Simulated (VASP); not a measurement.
A run of VASP 6.6.1 is set up as follows.

INCAR

```
ALGO = Normal ; DIPOL = 0.5 0.5 0.291
EDIFF = 1E-6 ; ENCUT = 400
GGA = PE ; GGA_COMPAT = False
IDIPOL = 3 ; ISIF = 2
ISMEAR = 0 ; LASPH = True
LCHARG = False ; LDIPOL = True
LREAL = False ; LWAVE = False
NBANDS = 15 ; NELM = 120
NELMDL = -8 ; PREC = Accurate
SIGMA = 0.1
```

KPOINTS

```
k-points
0
Gamma
  6 6 1
```

POSCAR

```
TaAs
1.0
    3.3363922808      0.0000000000      0.0000000000
    0.0000000000      3.3363922808      0.0000000000
    0.0000000000      0.0000000000     25.7402896000
Ta As
1 1
Direct
    0.0000000000      0.0000000000      0.2723470300
    0.5000000000      0.5000000000      0.3103969963
```

Potentials or basis: VASP PAW PBE potentials, release 64 (Ta_pv, As).

Run with:

```sh
$ cat potpaw_PBE.64/Ta_pv/POTCAR potpaw_PBE.64/As/POTCAR > POTCAR
$ mpirun -np 1 vasp_std > vasp.out
```

(1) Estimate the largest force.

(2) What does it give for the band gap on the k mesh?

Answers

(1) 0.034 eV/Å.

(2) zero (bands 8 and 9 overlap by 1.10 eV).

Caveat: spin-orbit coupling is left out, which moves the levels of the heavy elements.
